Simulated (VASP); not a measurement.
A run of VASP 6.6.1:

INCAR

```
SYSTEM = SnSe2
  PREC = Accurate
  ENCUT = 520
  EDIFF = 1E-6
  ISMEAR = 0
  SIGMA = 0.05
  LREAL = .FALSE.
  LASPH = .TRUE.
  NELM = 80
  ALGO = Normal
  ISIF = 2
  LWAVE = .FALSE.
  LCHARG = .FALSE.
  GGA = PE
  NBANDS = 20
```

KPOINTS

```
regular mesh
0
G
  12 12 6
  0 0 0
```

File POSCAR:

```
SnSe2
1.0
    3.8109987816      0.0000000000      0.0000000000
   -1.9054993908      3.3004217586      0.0000000000
    0.0000000000      0.0000000000      6.1370000000
Sn Se
1 2
Direct
    0.0000000000      0.0000000000      0.0000000000
    0.3053730849      0.6107461697      0.2290298137
    0.6387064182      0.2774128364      0.7290298137
```

Potentials or basis: VASP PAW PBE potentials, release 64 (Sn_d, Se).

Command:

```sh
$ cat potpaw_PBE.64/Sn_d/POTCAR potpaw_PBE.64/Se/POTCAR > POTCAR
$ mpirun -np 1 vasp_std > vasp.out
```

Hardware: 1 thread of Oxide Virtual Turin-like Processor (shared host).

Task: Estimate the wall time of this run.

Result: Run time: 7 min on 1 thread of Oxide Virtual Turin-like Processor, on a shared host, peak memory 0.43 GiB. Counts: scf iterations 14, k points 242.
